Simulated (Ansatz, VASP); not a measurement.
# Li: VASP beside Ansatz

```
Li
1.0
     1.59267   -2.75958   -0.00089
    -4.38365   -2.53497   -0.44953
    -0.42975   -0.24282   -5.07647
Li
4
Direct
  0.49867 0.73364 0.99986
  0.00002 0.76641 0.49913
  0.00025 0.23394 0.00112
  0.50107 0.26601 0.49990
```

Change from the starting cell: cell x4, atoms moved at random (sigma 0.05 Å) and cell strained at random (1.5 %), then relaxed without symmetry.

Alike in both runs: functional PBE; k mesh 8 × 4 × 4; occupations gaussian, width 0.2 eV; no spin polarisation.

Ansatz relaxed the structure, and its values are those at the end. VASP's run is a single point on that final structure, the one shown.

|  | VASP | Ansatz |
| --- | --- | --- |
| version | VASP 6.6.1 | Ansatz 0.2.0 |
| potentials or method | VASP PAW PBE potentials, release 64 (Li_sv), cutoff 520 eV | scalar-relativistic, plane waves, PAW |
| valence electrons in the cell | 12 | 12 |

|  | VASP | Ansatz | Ansatz less VASP |
| --- | --- | --- | --- |
| gap on the k mesh at the Fermi level (eV) | none | none | - |
| rms of the force components (eV/Å) | 0.005 | 0.005 | -0.0003 |

A gap of «none» marks a metal or a gap that the smearing closes. The functional is the same, so the differences come from potentials, cutoffs and numerics.

Noted on VASP's run: the cutoff is short for stress, so the pressure is rough.
